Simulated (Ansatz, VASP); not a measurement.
**One calculation of Ag, two programs**

File INCAR:

```
PREC = Accurate
ENCUT = 520
EDIFF = 1E-6
ISMEAR = -1
SIGMA = 0.1
LREAL = F
LASPH = T
NELM = 80
ALGO = Normal
ISIF = 2
LWAVE = F
LCHARG = F
GGA = CA
NBANDS = 12
```

Contents of KPOINTS:

```
Automatic mesh
0
Gamma
  17 17 17
```

POSCAR

```
Ag
1.0
   -1.5071682093      1.5071682093      1.5071682093
    1.5071682093     -1.5071682093      1.5071682093
    1.5071682093      1.5071682093     -1.5071682093
Ag
1
Direct
    0.0000000000      0.0000000000      0.0000000000
```

Input for Ansatz:

```yaml
crystal:
  lattice:
    - [-1.5071682093, 1.5071682093, 1.5071682093]
    - [1.5071682093, -1.5071682093, 1.5071682093]
    - [1.5071682093, 1.5071682093, -1.5071682093]
  atoms:
    - { symbol: Ag, position: [0.0, 0.0, 0.0] }
kpoints:
  mp_grid: { grid: [17, 17, 17] }
scf:
  occupations: { method: fermi_dirac, width: 0.1 }
hamiltonian:
  xc: lda
  pseudopotentials: { kind: all_electron, lapw: { basis_error: 0.001 } }
output:
  forces: true
  stress: true
  eigenvalues: true
  populations: true
```

Change from the starting cell: volume scaled by 0.85, LAPW.

Alike in both runs: task single point; functional LDA; k mesh 17 × 17 × 17; occupations fermi-dirac, width 0.1 eV; no spin polarisation.

|  | VASP | Ansatz |
| --- | --- | --- |
| version | VASP 6.6.1 | Ansatz 0.2.0 |
| potentials or method | VASP PAW LDA potentials, release 64 (Ag), cutoff 520 eV | all-electron LAPW, scalar-relativistic |

|  | VASP | Ansatz | Ansatz less VASP |
| --- | --- | --- | --- |
| pressure (GPa) | 34.9 | 34.8 | -0.05 |

LDA's correlation is that of Perdew and Zunger in VASP and of Perdew and Wang (1992) in Ansatz. Both programs put the cell under a high pressure, so it lies far from rest at this level. Ansatz ran all-electron here, and VASP with PAW potentials.
